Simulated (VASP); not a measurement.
## KCl (rocksalt type): electric field gradients with PBE

KCl (rocksalt type):

```
K Cl
1.0
     0.00000    3.16805    3.16805
     3.16805    0.00000    3.16805
     3.16805    3.16805    0.00000
K Cl
1 1
Direct
  0.00000 0.00000 0.00000
  0.50000 0.50000 0.50000
```

This cell differs from its parent crystal: volume scaled by 0.98.

- Program: VASP 6.6.1
- Task: electric field gradients
- Functional: PBE
- Potentials or basis: VASP PAW PBE potentials, release 64 (K_sv, Cl)
- Cutoff: 520 eV
- k mesh: 13 × 13 × 13
- Occupations: fermi-dirac, width 0.05 eV
- Spin: no spin polarisation
- Dipole correction: no
- Further INCAR settings: ALGO = Normal; EDIFF = 1e-08; NBANDS = 15

```
Pressure               : 0.4 GPa
Band gap on the k mesh : 5.12 eV, direct
```

Levels at points of the mesh, in eV from the valence-band top:
```tsv
k point	band 5	band 6	band 7	band 8	band 9	band 10	band 11	band 12
(0.00, 0.00, 0.00)	-10.71	0.00	0.00	0.00	5.12	8.37	8.37	8.37
```

Run time: 71 s on 1 thread of AMD EPYC 9R14 (Zen 4), on a shared host, peak memory 0.21 GiB.

Caveat: without QUAD_EFG the Cq values of the log hold for a quadrupole moment of 1 mb, not for the nuclei. A k mesh can miss the band edges.
